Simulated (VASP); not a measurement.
# Si3As2 (R-3m) in VASP: notebook

Si3As2 is run at these levels: PBE; tasks: single point.

Everything below comes from runs of VASP 6.6.1. Logs are shortened: lines on timing, memory, paths and dates and some standing lists are left out, and cuts for length are marked.

## (1) The cell of the first run

The structure is trigonal, space group R-3m (No. 166). The conventional cell has a = 3.519 Å, b = 3.519 Å, c = 24.471 Å, α = 90.00°, β = 90.00°, γ = 120.00°. Within 3.7 Å of Si (site symmetry -3m) lie 6 As at 2.61 Å and 12 Si at 3.52 to 3.65 Å. Within 3.3 Å of Si (site symmetry 3m) lie 3 As at 2.47 Å and 3 Si at 2.92 Å. As (site symmetry 3m) has 6 Si at 2.47 to 2.61 Å within 3.3 Å.

## (2) Single point, PBE

INCAR reads:

```
PREC = Accurate
ENCUT = 520
EDIFF = 1E-6
ISMEAR = 0
SIGMA = 0.1
LREAL = False
LASPH = True
NELM = 80
ALGO = Normal
ISIF = 2
LWAVE = False
LCHARG = False
GGA = PE
NBANDS = 19
```

KPOINTS reads:

```
Automatic mesh
0
Gamma
  6 6 6
```

POSCAR reads:

```
Si3As2
1.0
    1.7596875536      1.0159560827      8.1570444223
   -1.7596875536      1.0159560827      8.1570444223
    0.0000000000     -2.0319121655      8.1570444223
Si As
3 2
Direct
    0.0000000000      0.0000000000      0.0000000000
    0.2095000000      0.2095000000      0.2095000000
    0.7905000000      0.7905000000      0.7905000000
    0.4000000000      0.4000000000      0.4000000000
    0.6000000000      0.6000000000      0.6000000000
```

Potentials or basis: VASP PAW PBE potentials, release 64 (Si, As).

Started as:

```bash
$ cat potpaw_PBE.64/Si/POTCAR potpaw_PBE.64/As/POTCAR > POTCAR
$ mpirun -np 1 vasp_std > vasp.out
```

OUTCAR:

```text
PREC = Accurate
   ENCUT = 520
   EDIFF = 1E-6
   ISMEAR = 0
   LREAL = False
   LASPH = True
   NELM = 80
   ISIF = 2
   GGA = PE

 ion  position               nearest neighbor table
   1  0.000  0.000  0.000-   5 2.61   4 2.61   5 2.61   5 2.61   4 2.61   4 2.61
   2  0.209  0.209  0.209-   5 2.47   5 2.47   5 2.47   3 2.92   3 2.92   3 2.92
   3  0.791  0.791  0.791-   4 2.47   4 2.47   4 2.47   2 2.92   2 2.92   2 2.92
   4  0.400  0.400  0.400-   3 2.47   3 2.47   3 2.47   1 2.61   1 2.61   1 2.61
   5  0.600  0.600  0.600-   2 2.47   2 2.47   2 2.47   1 2.61   1 2.61   1 2.61

  LATTYP: Found a trigonal (rhomboedric) cell.
 ALAT       =     8.4063095801
 COS(alpha) =     0.9123624232

  Lattice vectors:

 A1 = (   1.7596875536,   1.0159560827,   8.1570444223)
 A2 = (  -1.7596875536,   1.0159560827,   8.1570444223)
 A3 = (   0.0000000000,  -2.0319121655,   8.1570444223)

Analysis of symmetry for initial positions (statically):
=====================================================================
 Subroutine PRICEL returns:
 Original cell was already a primitive cell.

 Routine SETGRP: Setting up the symmetry group for a
 trigonal (rhombohedral) supercell.

 Subroutine GETGRP returns: Found 12 space group operations
 (whereof 12 operations were pure point group operations)
 out of a pool of 12 trial point group operations.

The static configuration has the point symmetry D_3d.

Analysis of symmetry for dynamics (positions and initial velocities):
=====================================================================
 Subroutine PRICEL returns:
 Original cell was already a primitive cell.

 Routine SETGRP: Setting up the symmetry group for a
 trigonal (rhombohedral) supercell.

 Subroutine GETGRP returns: Found 12 space group operations
 (whereof 12 operations were pure point group operations)
 out of a pool of 12 trial point group operations.

The dynamic configuration has the point symmetry D_3d.

 Subroutine INISYM returns: Found 12 space group operations
 (whereof 12 operations are pure point group operations),
 and found     1 'primitive' translations

----------------------------------------------------------------------------------------

                                     Primitive cell

  volume of cell :      87.4973

  direct lattice vectors                    reciprocal lattice vectors
     1.759687554  1.015956083  8.157044422     0.284141352  0.164049086  0.040864474
    -1.759687554  1.015956083  8.157044422    -0.284141352  0.164049086  0.040864474
     0.000000000 -2.031912166  8.157044422     0.000000000 -0.328098172  0.040864474

  length of vectors
     8.406309580  8.406309580  8.406309580     0.330633204  0.330633204  0.330633204

  position of ions in fractional coordinates (direct lattice)
     0.000000000  0.000000000  0.000000000
     0.209500000  0.209500000  0.209500000
     0.790500000  0.790500000  0.790500000
     0.400000000  0.400000000  0.400000000
     0.600000000  0.600000000  0.600000000

  ion indices of the primitive-cell ions
   primitive index   ion index
                 1           1
                 2           2
                 3           3
                 4           4
                 5           5

----------------------------------------------------------------------------------------

 KPOINTS: Automatic mesh

Automatic generation of k-mesh.
 Grid dimensions read from file:
 generate k-points for:    6    6    6

 Generating k-lattice:

  Cartesian coordinates                     Fractional coordinates (reciprocal lattice)
     0.047356892  0.027341514  0.006810746     0.166666667  0.000000000  0.000000000
    -0.047356892  0.027341514  0.006810746     0.000000000  0.166666667  0.000000000
     0.000000000 -0.054683029  0.006810746     0.000000000  0.000000000  0.166666667

  Length of vectors
     0.055105534  0.055105534  0.055105534

  Shift w.r.t. Gamma in fractional coordinates (k-lattice)
     0.000000000  0.000000000  0.000000000

 Subroutine IBZKPT returns following result:
 ===========================================

 Found     32 irreducible k-points:

 Following reciprocal coordinates:
            Coordinates               Weight
  0.000000  0.000000  0.000000      1.000000
  0.166667  0.000000 -0.000000      6.000000
  0.333333  0.000000 -0.000000      6.000000
  0.500000  0.000000 -0.000000      3.000000
  0.166667  0.166667 -0.000000      6.000000
  0.333333  0.166667  0.000000     12.000000
[... 16 lines left out ...]
  0.500000  0.500000  0.166667      6.000000
 -0.333333  0.500000  0.166667     12.000000
 [... further k-points ...]
   k-points           NKPTS =     32   k-points in BZ     NKDIM =     32   number of bands    NBANDS=     19
   number of dos      NEDOS =    301   number of ions     NIONS =      5
   total plane-waves  NPLWV = 262144
   dimension x,y,z NGX =    64 NGY =   64 NGZ =   64
   dimension x,y,z NGXF=   128 NGYF=  128 NGZF=  128
   ions per type =               3   2
   NGX,Y,Z   is equivalent  to a cutoff of  12.66, 12.66, 12.66 a.u.
   NGXF,Y,Z  is equivalent  to a cutoff of  25.31, 25.31, 25.31 a.u.
 SYSTEM =  unknown system
   PREC   = accura    normal or accurate (medium, high low for compatibility)
   ISTART =      0    job   : 0-new  1-cont  2-samecut
   ICHARG =      2    charge: 1-file 2-atom 10-const
   ISPIN  =      1    spin polarized calculation?
   LNONCOLLINEAR =      F non collinear calculations
   LSORBIT =      F    spin-orbit coupling
   LASPH  =      T    aspherical Exc in radial PAW
   ENCUT  =  520.0 eV  38.22 Ry    6.18 a.u.  15.63 15.63 15.63*2*pi/ulx,y,z
   NELM   =     80;   NELMIN=  2; NELMDL= -5     # of ELM steps
   EDIFF  = 0.1E-05   stopping-criterion for ELM
   LREAL  =      F    real-space projection
   EDIFFG = 0.1E-04   stopping-criterion for IOM
   NSW    =      0    number of steps for IOM
   IBRION =     -1    ionic relax: 0-MD 1-quasi-New 2-CG
   NFREE  =      0    steps in history (QN), initial steepest desc. (CG)
   ISIF   =      2    stress and relaxation
   ISYM   =      2    0-nonsym 1-usesym 2-fastsym
   POTIM  = 0.5000    time-step for ionic-motion
   TEBEG  =    0.0;   TEEND  =   0.0 temperature during run
   PSTRESS=    0.0 pullay stress
   NELECT =      22.0000    total number of electrons
   NUPDOWN=      -1.0000    fix difference up-down
   EMIN   =  10.00;   EMAX   =-10.00  energy-range for DOS
   EFERMI =   0.00;   METHOD = LEGACY
   ISMEAR =     0;   SIGMA  =   0.10  broadening in eV -4-tet -1-fermi 0-gaus
   EFERMI_NEDOS =   21; number of points for ismear=-14 and -15
   IALGO  =     38    algorithm
   IMIX   =      4    mixing-type and parameters
     AMIX     =   0.40;   BMIX     =  1.00
     AMIX_MAG =   1.60;   BMIX_MAG =  1.00
  volume/ion in A,a.u.               =      17.50       118.09
  Fermi-wavevector in a.u.,A,eV,Ry     =   1.033279  1.952614 14.526466  1.067665
  Thomas-Fermi vector in A             =   2.167518
   LORBIT       =      0    0 simple, 1 ext, 2 COOP (PROOUT), +10 PAW based schemes
   GGA     = PE    functional components
   LHFCALC =     F    Hartree Fock is set to
   AEXX    =    0.0000 exact exchange contribution
   IVDW    =     0    specifies the selected vdW correction
   LEPSILON=     F    determine dielectric tensor
   LRPA    =     F    only Hartree local field effects (RPA)
 non-spin polarized calculation
 Gauss-broadening in eV      SIGMA  =   0.10
  energy-cutoff  :      520.00
  volume of cell :       87.50
 maximum number of plane-waves:      2407
 NGX is ok and might be reduce to    64
   NGX = 31   NGY = 31   NGZ = 31

 number of electron      21.9999999 magnetization

 Free energy of the ion-electron system (eV)
  ---------------------------------------------------
  ext. energy  EPLUGINS =         0.00000000
  ---------------------------------------------------
  free energy    TOTEN  =       -23.96170152 eV

  energy without entropy =      -23.95457054  energy(sigma->0) =      -23.95813603

 E-fermi :   7.5585     XC(G=0): -10.5515

 val. band max:        7.4944969298   @ k =   0.5000   0.3333   0.1667
 cond. band min:       7.5892617074   @ k =   0.5000   0.5000   0.0000
 fundamental gap:      0.0947647776
 Fermi energy:         7.5584868351

 k-point     1 :       0.0000    0.0000    0.0000
  band No.  band energies     occupation
      1      -7.2162      2.00000
      2      -6.0367      2.00000
      3      -2.9875      2.00000
      4       1.7989      2.00000
      5       2.1065      2.00000
      6       6.8932      2.00000
[... 11 lines left out ...]
     18      12.8444      0.00000
     19      13.3470      0.00000

 k-point     2 :       0.1667    0.0000   -0.0000
  band No.  band energies     occupation
      1      -6.8114      2.00000
      2      -5.6762      2.00000
      3      -2.5478      2.00000
      4       1.5882      2.00000
      5       2.5579      2.00000
      6       4.2640      2.00000
[... 11 lines left out ...]
     18      12.0634      0.00000
     19      13.1130      0.00000

 k-point     3 :       0.3333    0.0000   -0.0000
  band No.  band energies     occupation
      1      -5.6495      2.00000
      2      -4.6998      2.00000
      3      -1.2580      2.00000
      4      -0.2564      2.00000
      5       1.2929      2.00000
      6       3.3865      2.00000
[... 11 lines left out ...]
     18      13.1228      0.00000
     19      13.2762      0.00000

 k-point     4 :       0.5000    0.0000   -0.0000
  band No.  band energies     occupation
      1      -4.3833      2.00000
      2      -4.0281      2.00000
      3      -1.9511      2.00000
      4      -0.3833      2.00000
      5       0.8145      2.00000
      6       1.0713      2.00000
[... 407 lines left out ...]
     18      13.5232      0.00000
     19      14.5763      0.00000

 k-point    23 :       0.5000    0.5000    0.1667
  band No.  band energies     occupation
      1      -5.5397      2.00000
      2      -4.9062      2.00000
      3      -1.0148      2.00000
      4       0.5028      2.00000
      5       0.7254      2.00000
      6       1.6749      2.00000
[... 11 lines left out ...]
     18      12.7698      0.00000
     19      13.9255      0.00000

 k-point    24 :      -0.3333    0.5000    0.1667
  band No.  band energies     occupation
      1      -4.5368      2.00000
      2      -4.1255      2.00000
      3      -1.1897      2.00000
      4      -0.3079      2.00000
      5       0.7489      2.00000
      6       1.9806      2.00000
[... 11 lines left out ...]
     18      12.1628      0.00000
     19      14.0767      0.00000

 [... further k-points ...]
[... 5 lines left out ...]
  --------------------------------------------------------------------------------------
  -------------------------------------------------------------------------------------
  Total        4.8742072      4.8742072     -1.3136337      0.0000000      0.0000000      0.0000000
  in kB       89.2524179     89.2524179    -24.0541649      0.0000000      0.0000000      0.0000000
  external PRESSURE =      51.4835570 kB  Pullay stress =       0.0000000 kB

 VOLUME and BASIS-vectors are now :
 -----------------------------------------------------------------------------
  energy-cutoff  :      520.00
  volume of cell :       87.50
      direct lattice vectors                 reciprocal lattice vectors
     1.759687554  1.015956083  8.157044422     0.284141352  0.164049086  0.040864474
    -1.759687554  1.015956083  8.157044422    -0.284141352  0.164049086  0.040864474
     0.000000000 -2.031912166  8.157044422     0.000000000 -0.328098172  0.040864474

 POSITION                                       TOTAL-FORCE (eV/Angst)
 -----------------------------------------------------------------------------------
      0.00000      0.00000      0.00000        -0.000000      0.000000     -0.000000
      0.00000     -0.00000      5.12670         0.000000      0.000000     -1.022715
      0.00000     -0.00000     19.34443         0.000000     -0.000000      1.022715
      0.00000     -0.00000      9.78845         0.000000     -0.000000      0.046113
      0.00000     -0.00000     14.68268         0.000000      0.000000     -0.046113
 -----------------------------------------------------------------------------------
    total drift:                               -0.000000      0.000000     -0.000000

  FREE ENERGIE OF THE ION-ELECTRON SYSTEM (eV)
  ---------------------------------------------------
  free  energy   TOTEN  =       -23.9617015201 eV

  energy  without entropy=      -23.9545705357  energy(sigma->0) =      -23.95813603
```

It took 2.2 min on 1 thread of AMD EPYC 9R45 (Zen 5), shared host; peak memory 0.5 GiB.

What came out:

```yaml
Free_energy: -23.9617 eV
Pressure: 5.1 GPa
Largest_force: 1.023 eV/Å
Band_gap_on_the_k_mesh: zero (bands 11 and 12 overlap by 3.41 eV)
```

Forces on the atoms (eV/Å):
```
Si   0.000  0.000  0.000
Si   0.000  0.000 -1.023
Si   0.000  0.000  1.023
As   0.000  0.000  0.046
As   0.000  0.000 -0.046
```

Stress tensor (GPa, compression positive):
```
 8.93  0.00  0.00
 0.00  8.93  0.00
 0.00  0.00 -2.41
```

Levels at points of the mesh, in eV from the Fermi level:
```csv
k point,band 7,band 8,band 9,band 10,band 11,band 12,band 13,band 14,band 15,band 16
"(0.00, 0.00, 0.00)",-0.67,-0.59,-0.59,1.84,1.84,1.94,2.09,2.36,2.36,3.94
"(0.50, 0.00, 0.00)",-3.24,-3.16,-2.58,-1.99,-1.94,-1.57,1.78,2.39,2.44,2.82
"(0.50, 0.50, 0.00)",-5.01,-4.07,-3.35,-2.16,0.03,0.08,0.47,1.61,2.04,3.01
"(0.50, 0.50, 0.50)",-0.67,-0.67,-0.58,-0.58,1.45,1.45,2.45,3.69,3.71,3.71
```

Caveat: the stress differs along the axes, from -2 to 9 GPa; forces of over 1 eV/Å act on the atoms, so gaps and moduli don't describe the material at rest.

## (3) Single point, PBE

This run uses another cell than the first one, of 17.66 Å³/atom.

INCAR reads:

```
ALGO = Normal
EDIFF = 1E-6
ENCUT = 520
GGA = PE
ISIF = 2
ISMEAR = 0
LASPH = True
LCHARG = False
LREAL = False
LWAVE = False
NBANDS = 19
NELM = 100
PREC = Accurate
SIGMA = 0.1
```

KPOINTS reads:

```
k-points
0
Gamma
  12 12 12
```

POSCAR reads:

```
Si3As2
1.0
    1.8424157155      1.0637192093      7.5112136518
   -1.8424157155      1.0637192093      7.5112136518
    0.0000000000     -2.1274384187      7.5112136518
Si As
3 2
Direct
    0.0000000000      0.0000000000      0.0000000000
    0.1961336463      0.1961336463      0.1961336463
    0.8038663537      0.8038663537      0.8038663537
    0.4003140262      0.4003140262      0.4003140262
    0.5996859738      0.5996859738      0.5996859738
```

Potentials or basis: VASP PAW PBE potentials, release 64 (Si, As).

Started as:

```bash
$ cat potpaw_PBE.64/Si/POTCAR potpaw_PBE.64/As/POTCAR > POTCAR
$ mpirun -np 1 vasp_std > vasp.out
```

Run time: 12 min. Hardware: 1 thread of AMD EPYC 9R45 (Zen 5), shared host; peak memory 0.61 GiB.

The run converged. Its results:

```yaml
Free_energy: -24.4795 eV
Pressure: 0.1 GPa
Largest_force: 0.021 eV/Å
Band_gap_on_the_k_mesh: zero (bands 11 and 12 overlap by 1.73 eV)
```

Forces on the atoms (eV/Å):
```
Si   0.000  0.000  0.000
Si   0.000  0.000 -0.021
Si   0.000  0.000  0.021
As   0.000  0.000 -0.006
As   0.000  0.000  0.006
```

Levels at points of the mesh, in eV from the Fermi level:
```
           k point  band 9  band 10  band 11  band 12  band 13  band 14
(0.00, 0.00, 0.00)   -0.65     0.59     0.59     1.63     1.70     1.70
(0.50, 0.00, 0.00)   -2.25    -2.20    -1.37    -0.96     1.16     2.58
(0.50, 0.50, 0.00)   -3.52    -1.47    -0.80    -0.25     0.28     1.91
(0.50, 0.50, 0.50)   -0.58    -0.34     0.18     0.18     1.88     2.79
```

The gap in the log of VASP goes by the Fermi energy; the results here count the filled bands.